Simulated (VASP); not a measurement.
# PbS in VASP: a series of runs

Runs on PbS. Level: PBEsol. Tasks: electric field gradients.

All numbers are computed with VASP 6.6.1; they aren't measurements. Logs are shortened: lines on timing, memory, paths and dates and some standing lists are left out, and cuts for length are marked.

**1. The cell of the first run**

The cell holds a slab with vacuum, 4 atoms: a = 4.171 Å, b = 4.089 Å, c = 11.782 Å, α = 95.33°, β = 93.79°, γ = 89.21°.

**2. Electric field gradients, PBEsol (equal xy, yz and zx shear strains of -2 %)**

Input file INCAR:

```
ALGO = Normal
EDIFF = 1E-8
ENCUT = 520
GGA = PS
ISIF = 2
ISMEAR = -1
LASPH = T
LCHARG = F
LEFG = T
LREAL = F
LWAVE = F
NBANDS = 28
NELM = 100
PREC = Accurate
SIGMA = 0.01
```

Input file KPOINTS:

```
k-points
0
Gamma
  7 7 3
```

Input file POSCAR:

```
PbS
1.0
    2.9695000000     -2.9294050000     -0.0004050000
    2.9115000000      2.8705950000     -0.0584050000
   -1.1971429000     -0.1062924000     11.7200905000
Pb S
2 2
Direct
    0.7756000000      0.7756000000      0.6363800000
    0.2244000000      0.2244000000      0.3636200000
    0.2684000000      0.2684000000      0.5986000000
    0.7316000000      0.7316000000      0.4014000000
```

Potentials or basis: VASP PAW PBE potentials, release 64 (Pb_d, S).

Launch:

```bash
cat potpaw_PBE.64/Pb_d/POTCAR potpaw_PBE.64/S/POTCAR > POTCAR
mpirun -np 1 vasp_std > vasp.out
```

OUTCAR:

```text
EDIFF = 1E-8
   ENCUT = 520
   GGA = PS
   ISIF = 2
   ISMEAR = -1
   LASPH = T
   LREAL = F
   NELM = 100
   PREC = Accurate

 ion  position               nearest neighbor table
   1  0.776  0.776  0.636-   4 2.75   3 2.93   3 2.94   3 2.97   3 2.98
   2  0.224  0.224  0.364-   3 2.75   4 2.93   4 2.94   4 2.97   4 2.98
   3  0.268  0.268  0.599-   2 2.75   1 2.93   1 2.94   1 2.97   1 2.98
   4  0.732  0.732  0.401-   1 2.75   2 2.93   2 2.94   2 2.97   2 2.98

  LATTYP: Found a triclinic cell.
 ALAT       =    11.7815521272
 B/A-ratio  =     0.3470746448
 C/A-ratio  =     0.3540494540
 COS(alpha) =     0.0138707539
 COS(beta)  =     0.0660976034
 COS(gamma) =     0.0928915861

  Lattice vectors:

 A1 = (   1.1971429000,   0.1062924000, -11.7200905000)
 A2 = (   2.9115000000,   2.8705950000,  -0.0584050000)
 A3 = (   2.9695000000,  -2.9294050000,  -0.0004050000)

Analysis of symmetry for initial positions (statically):
=====================================================================
 Subroutine PRICEL returns:
 Original cell was already a primitive cell.

 Routine SETGRP: Setting up the symmetry group for a
 triclinic supercell.

 Subroutine GETGRP returns: Found  2 space group operations
 (whereof  2 operations were pure point group operations)
 out of a pool of  2 trial point group operations.

The static configuration has the point symmetry S_2 .

Analysis of symmetry for dynamics (positions and initial velocities):
=====================================================================
 Subroutine PRICEL returns:
 Original cell was already a primitive cell.

 Routine SETGRP: Setting up the symmetry group for a
 triclinic supercell.

 Subroutine GETGRP returns: Found  2 space group operations
 (whereof  2 operations were pure point group operations)
 out of a pool of  2 trial point group operations.

The dynamic configuration has the point symmetry S_2 .

 Subroutine INISYM returns: Found  2 space group operations
 (whereof  2 operations are pure point group operations),
 and found     1 'primitive' translations

----------------------------------------------------------------------------------------

                                     Primitive cell

  volume of cell :     199.6405

  direct lattice vectors                    reciprocal lattice vectors
     2.969500000 -2.929405000 -0.000405000     0.168490020 -0.170572259  0.015663369
     2.911500000  2.870595000 -0.058405000     0.171973831  0.174325003  0.019147179
    -1.197142900 -0.106292400 11.720090500     0.000862824  0.000862824  0.085419531

  length of vectors
     4.171252098  4.089078019 11.781552127     0.240268857  0.245623329  0.085428246

  position of ions in fractional coordinates (direct lattice)
     0.775600000  0.775600000  0.636380000
     0.224400000  0.224400000  0.363620000
     0.268400000  0.268400000  0.598600000
     0.731600000  0.731600000  0.401400000

  ion indices of the primitive-cell ions
   primitive index   ion index
                 1           1
                 2           2
                 3           3
                 4           4

----------------------------------------------------------------------------------------

 KPOINTS: k-points

Automatic generation of k-mesh.
 Grid dimensions read from file:
 generate k-points for:    7    7    3

 Generating k-lattice:

  Cartesian coordinates                     Fractional coordinates (reciprocal lattice)
     0.024070003 -0.024367466  0.002237624     0.142857143  0.000000000 -0.000000000
     0.024567690  0.024903572  0.002735311    -0.000000000  0.142857143  0.000000000
     0.000287608  0.000287608  0.028473177    -0.000000000  0.000000000  0.333333333

[... 40 lines left out ...]
   total plane-waves  NPLWV =  86400
   dimension x,y,z NGX =    32 NGY =   30 NGZ =   90
   dimension x,y,z NGXF=    64 NGYF=   60 NGZF=  180
   ions per type =               2   2
   NGX,Y,Z   is equivalent  to a cutoff of  12.75, 12.20, 12.70 a.u.
   NGXF,Y,Z  is equivalent  to a cutoff of  25.51, 24.39, 25.40 a.u.
 SYSTEM =  unknown system
   PREC   = accura    normal or accurate (medium, high low for compatibility)
   ISTART =      0    job   : 0-new  1-cont  2-samecut
   ICHARG =      2    charge: 1-file 2-atom 10-const
   ISPIN  =      1    spin polarized calculation?
   LNONCOLLINEAR =      F non collinear calculations
   LSORBIT =      F    spin-orbit coupling
   LASPH  =      T    aspherical Exc in radial PAW
   ENCUT  =  520.0 eV  38.22 Ry    6.18 a.u.   7.76  7.60 21.91*2*pi/ulx,y,z
   NELM   =    100;   NELMIN=  2; NELMDL= -5     # of ELM steps
   EDIFF  = 0.1E-07   stopping-criterion for ELM
   LREAL  =      F    real-space projection
   EDIFFG = 0.1E-06   stopping-criterion for IOM
   NSW    =      0    number of steps for IOM
   IBRION =     -1    ionic relax: 0-MD 1-quasi-New 2-CG
   NFREE  =      0    steps in history (QN), initial steepest desc. (CG)
   ISIF   =      2    stress and relaxation
   ISYM   =      2    0-nonsym 1-usesym 2-fastsym
   POTIM  = 0.5000    time-step for ionic-motion
   TEBEG  =    0.0;   TEEND  =   0.0 temperature during run
   PSTRESS=    0.0 pullay stress
   NELECT =      40.0000    total number of electrons
   NUPDOWN=      -1.0000    fix difference up-down
   EMIN   =  10.00;   EMAX   =-10.00  energy-range for DOS
   EFERMI =   0.00;   METHOD = LEGACY
   ISMEAR =    -1;   SIGMA  =   0.01  broadening in eV -4-tet -1-fermi 0-gaus
   EFERMI_NEDOS =   21; number of points for ismear=-14 and -15
   IALGO  =     38    algorithm
   IMIX   =      4    mixing-type and parameters
     AMIX     =   0.40;   BMIX     =  1.00
     AMIX_MAG =   1.60;   BMIX_MAG =  1.00
  volume/ion in A,a.u.               =      49.91       336.81
  Fermi-wavevector in a.u.,A,eV,Ry     =   0.957955  1.810273 12.485776  0.917679
  Thomas-Fermi vector in A             =   2.087020
   LORBIT       =      0    0 simple, 1 ext, 2 COOP (PROOUT), +10 PAW based schemes
   GGA     = PS    functional components
   LHFCALC =     F    Hartree Fock is set to
   AEXX    =    0.0000 exact exchange contribution
   IVDW    =     0    specifies the selected vdW correction
   LEPSILON=     F    determine dielectric tensor
   LRPA    =     F    only Hartree local field effects (RPA)
 non-spin polarized calculation
  energy-cutoff  :      520.00
  volume of cell :      199.64
 maximum number of plane-waves:      5404
   NGX = 15   NGY = 15   NGZ = 43

 number of electron      40.0000008 magnetization

 Free energy of the ion-electron system (eV)
  ---------------------------------------------------
  ext. energy  EPLUGINS =         0.00000000
  ---------------------------------------------------
  free energy    TOTEN  =       -18.41372958 eV

  energy without entropy =      -18.41372958  energy(sigma->0) =      -18.41372958

 E-fermi :   0.8889     XC(G=0):  -5.9540

 val. band max:        0.6290116528   @ k =   0.0000   0.0000   0.0000
 cond. band min:       1.9027261070   @ k =  -0.0000   0.0000   0.3333
 fundamental gap:      1.2737144542
 Fermi energy:         0.8889403888

 k-point     1 :       0.0000    0.0000    0.0000
  band No.  band energies     occupation
      1     -15.6587      2.00000
      2     -15.5737      2.00000
      3     -15.5711      2.00000
      4     -15.5590      2.00000
      5     -15.5332      2.00000
      6     -15.5283      2.00000
[... 733 lines left out ...]
     27       6.6732      0.00000
     28       7.4528      0.00000

 [... further k-points ...]

------------------------ aborting loop because EDIFF is reached ----------------------------------------

  FORCE on cell =-STRESS in cart. coord.  units (eV):
  Direction    XX          YY          ZZ          XY          YZ          ZX
  --------------------------------------------------------------------------------------
  -------------------------------------------------------------------------------------
  Total       -1.2454162     -0.1817333     -2.6509768      0.2924864      0.1397284      0.1294140
  in kB       -9.9948557     -1.4584665    -21.2749208      2.3472950      1.1213640      1.0385883
  external PRESSURE =     -10.9094143 kB  Pullay stress =       0.0000000 kB

 VOLUME and BASIS-vectors are now :
 -----------------------------------------------------------------------------
  energy-cutoff  :      520.00
  volume of cell :      199.64
      direct lattice vectors                 reciprocal lattice vectors
     2.969500000 -2.929405000 -0.000405000     0.168490020 -0.170572259  0.015663369
     2.911500000  2.870595000 -0.058405000     0.171973831  0.174325003  0.019147179
    -1.197142900 -0.106292400 11.720090500     0.000862824  0.000862824  0.085419531

 POSITION                                       TOTAL-FORCE (eV/Angst)
 -----------------------------------------------------------------------------------
      3.79947     -0.11326      7.41282         0.001979      0.005956     -0.673601
      0.88439     -0.05185      4.24846        -0.001979     -0.005956      0.673601
      0.86185     -0.07941      6.99986         0.048858      0.053132     -0.194286
      3.82201     -0.08569      4.66142        -0.048858     -0.053132      0.194286
 -----------------------------------------------------------------------------------
    total drift:                                0.000000      0.000000      0.000000

  FREE ENERGIE OF THE ION-ELECTRON SYSTEM (eV)
  ---------------------------------------------------
  free  energy   TOTEN  =       -18.4137295827 eV

  energy  without entropy=      -18.4137295827  energy(sigma->0) =      -18.41372958

 Electric field gradients (V/A^2)
---------------------------------------------------------------------
 ion       V_xx      V_yy      V_zz      V_xy      V_xz      V_yz
---------------------------------------------------------------------
   1      92.248    34.806  -127.054     1.917    -2.207    -3.382
   2      92.248    34.806  -127.054     1.917    -2.207    -3.382
   3       1.675    -0.362    -1.313    -3.690    -2.918    -3.213
   4       1.675    -0.362    -1.313    -3.690    -2.918    -3.213
---------------------------------------------------------------------

 Electric field gradients after diagonalization (V/A^2)
 (convention: |V_zz| > |V_xx| > |V_yy|)
----------------------------------------------------------------------
 ion       V_xx      V_yy      V_zz     asymmetry (V_yy - V_xx)/ V_zz
----------------------------------------------------------------------
   1      92.336    34.810  -127.146       0.452
   2      92.336    34.810  -127.146       0.452
   3       4.526     2.144    -6.669       0.357
   4       4.526     2.144    -6.669       0.357
----------------------------------------------------------------------

           NMR quadrupolar parameters

 Cq : quadrupolar parameter    Cq=e*Q*V_zz/h
 eta: asymmetry parameters     (V_yy - V_xx)/ V_zz
 Q  : nuclear electric quadrupole moment in mb (millibarn)
----------------------------------------------------------------------
 ion       Cq(MHz)       eta       Q (mb)
----------------------------------------------------------------------
   1      -0.307       0.452       1.000
   2      -0.307       0.452       1.000
   3      -0.016       0.357       1.000
   4      -0.016       0.357       1.000
----------------------------------------------------------------------
```

It took 6.8 min on 1 thread of AMD EPYC 7R43 (Zen 3), shared host; peak memory 0.47 GiB.

Results:

* Free energy: -18.4137 eV
* Largest force: 0.674 eV/Å
* Band gap on the k mesh: 1.27 eV
* Largest electric field gradient by atom: Pb -127.1; S -6.7 V/Å²

Forces in eV/Å, atoms in the order of the input:
```
Pb   0.002  0.006 -0.674
Pb  -0.002 -0.006  0.674
S    0.049  0.053 -0.194
S   -0.049 -0.053  0.194
```

Levels at points of the mesh, in eV from the valence-band top:
| k point | band 17 | band 18 | band 19 | band 20 | band 21 | band 22 | band 23 | band 24 |
| --- | --- | --- | --- | --- | --- | --- | --- | --- |
| (0.00, 0.00, 0.00) | -2.39 | -1.50 | -1.30 | 0.00 | 1.37 | 3.13 | 4.84 | 5.15 |

Electric field gradients, principal values (V/Å²):
| atom | least | middle | greatest (by size) |
| --- | --- | --- | --- |
| 1 Pb | 34.810 | 92.336 | -127.146 |
| 2 Pb | 34.810 | 92.336 | -127.146 |
| 3 S | 2.144 | 4.526 | -6.669 |
| 4 S | 2.144 | 4.526 | -6.669 |

Caveat: the cell differs from its parent crystal (equal xy, yz and zx shear strains of -2 %); without QUAD_EFG the Cq values of the log hold for a quadrupole moment of 1 mb, not for the nuclei; the PAW data sets were made with another functional, which shifts forces and pressure a little; spin-orbit coupling is left out, which moves the levels of the heavy elements.

**3. Electric field gradients, PBEsol (50.42 Å³/atom)**

This run uses another cell than the first one.

Input file INCAR:

```
SYSTEM = PbS
  ALGO = Normal
  EDIFF = 1E-8
  ENCUT = 520
  GGA = PS
  ISIF = 2
  ISMEAR = -1
  LASPH = .True.
  LCHARG = .False.
  LEFG = .True.
  LREAL = .False.
  LWAVE = .False.
  NBANDS = 28
  NELM = 80
  PREC = Accurate
  SIGMA = 0.01
```

Input file KPOINTS:

```
k-points
0
Gamma
  7 7 3
  0 0 0
```

Input file POSCAR:

```
PbS
1.0
    2.9502691748     -2.9096346223      0.0000000000
    2.9502691748      2.9096346223      0.0000000000
   -1.0836382323      0.0000000000     11.7481915815
Pb S
2 2
Direct
    0.7756000000      0.7756000000      0.6363800000
    0.2244000000      0.2244000000      0.3636200000
    0.2684000000      0.2684000000      0.5986000000
    0.7316000000      0.7316000000      0.4014000000
```

Potentials or basis: VASP PAW PBE potentials, release 64 (Pb_d, S).

Launch:

```bash
cat potpaw_PBE.64/Pb_d/POTCAR potpaw_PBE.64/S/POTCAR > POTCAR
mpirun -np 1 vasp_std > vasp.out
```

OUTCAR:

```text
SYSTEM = PbS
   EDIFF = 1E-8
   ENCUT = 520
   GGA = PS
   ISIF = 2
   ISMEAR = -1
   LASPH = .True.
   LREAL = .False.
   NELM = 80
   PREC = Accurate

 ion  position               nearest neighbor table
   1  0.776  0.776  0.636-   4 2.76   3 2.94   3 2.94   3 2.98   3 2.98
   2  0.224  0.224  0.364-   3 2.76   4 2.94   4 2.94   4 2.98   4 2.98
   3  0.268  0.268  0.599-   2 2.76   1 2.94   1 2.94   1 2.98   1 2.98
   4  0.732  0.732  0.401-   1 2.76   2 2.94   2 2.94   2 2.98   2 2.98

  LATTYP: Found a base centered monoclinic cell.
 ALAT       =     5.9005383496
 B/A-ratio  =     0.9862268322
 C/A-ratio  =     1.9994891546
 COS(beta)  =    -0.0918488301

  Lattice vectors:

 A1 = (   2.9502691748,  -2.9096346223,   0.0000000000)
 A2 = (   2.9502691748,   2.9096346223,   0.0000000000)
 A3 = (  -1.0836382323,   0.0000000000,  11.7481915815)

Analysis of symmetry for initial positions (statically):
=====================================================================
 Subroutine PRICEL returns:
[... 948 lines left out ...]
      3.88685      0.00000      7.47631        -0.001370      0.000000     -0.739500
      0.93005      0.00000      4.27188         0.001370      0.000000      0.739500
      0.93504      0.00000      7.03247        -0.004193      0.000000     -0.213082
      3.88186      0.00000      4.71572         0.004193      0.000000      0.213082
 -----------------------------------------------------------------------------------
    total drift:                                0.000000      0.000000      0.000000

  FREE ENERGIE OF THE ION-ELECTRON SYSTEM (eV)
  ---------------------------------------------------
  free  energy   TOTEN  =       -18.4041586453 eV

  energy  without entropy=      -18.4041586453  energy(sigma->0) =      -18.40415865

 Electric field gradients (V/A^2)
---------------------------------------------------------------------
 ion       V_xx      V_yy      V_zz      V_xy      V_xz      V_yz
---------------------------------------------------------------------
   1      91.404    34.674  -126.078    -0.000     0.393     0.000
   2      91.404    34.674  -126.078     0.000     0.393     0.000
   3       1.562    -0.412    -1.150    -0.000     0.227     0.000
   4       1.562    -0.412    -1.150     0.000     0.227     0.000
---------------------------------------------------------------------

 Electric field gradients after diagonalization (V/A^2)
 (convention: |V_zz| > |V_xx| > |V_yy|)
----------------------------------------------------------------------
 ion       V_xx      V_yy      V_zz     asymmetry (V_yy - V_xx)/ V_zz
----------------------------------------------------------------------
   1      91.405    34.674  -126.079       0.450
   2      91.405    34.674  -126.079       0.450
   3      -1.169    -0.412     1.581       0.479
   4      -1.169    -0.412     1.581       0.479
----------------------------------------------------------------------

           NMR quadrupolar parameters

 Cq : quadrupolar parameter    Cq=e*Q*V_zz/h
 eta: asymmetry parameters     (V_yy - V_xx)/ V_zz
 Q  : nuclear electric quadrupole moment in mb (millibarn)
----------------------------------------------------------------------
 ion       Cq(MHz)       eta       Q (mb)
----------------------------------------------------------------------
   1      -0.305       0.450       1.000
   2      -0.305       0.450       1.000
   3       0.004       0.479       1.000
   4       0.004       0.479       1.000
----------------------------------------------------------------------
```

stdout:

```text
POSCAR found type information on POSCAR PbS
 POSCAR found :  2 types and       4 ions
 scaLAPACK will be used
 -----------------------------------------------------------------------------
|                                                                             |
|                                                                             |
|     You enforced a specific xc type in the INCAR file but a different       |
|     I HOPE YOU KNOW WHAT YOU ARE DOING!                                     |
|                                                                             |
 -----------------------------------------------------------------------------

 LDA part: xc-table for (Slater+PW92), standard interpolation
 POSCAR, INCAR and KPOINTS ok, starting setup
 FFT: planning ... GRIDC
 FFT: planning ... GRID_SOFT
 FFT: planning ... GRID
 WAVECAR not read
 entering main loop
ion   1

ion   2

ion   3

ion   4
```

Run time: 8.1 min. Hardware: 1 thread of Intel Xeon 8259CL, shared host; peak memory 0.42 GiB.

What came out:

```
Free energy                             : -18.4042 eV
Largest force                           : 0.740 eV/Å
Band gap on the k mesh                  : 1.29 eV
Largest electric field gradient by atom : Pb -126.1; S +1.6 V/Å²
```

Forces in eV/Å, atoms in the order of the input:
```
Pb  -0.001  0.000 -0.740
Pb   0.001  0.000  0.740
S   -0.004  0.000 -0.213
S    0.004  0.000  0.213
```

Electric field gradients, principal values (V/Å²):
```
atom   least  middle  greatest (by size)
1 Pb  34.674  91.405            -126.079
2 Pb  34.674  91.405            -126.079
 3 S  -0.412  -1.169               1.581
 4 S  -0.412  -1.169               1.581
```

Caveat: without QUAD_EFG the Cq values of the log hold for a quadrupole moment of 1 mb, not for the nuclei; the PAW data sets were made with another functional, which shifts forces and pressure a little; spin-orbit coupling is left out, which moves the levels of the heavy elements.
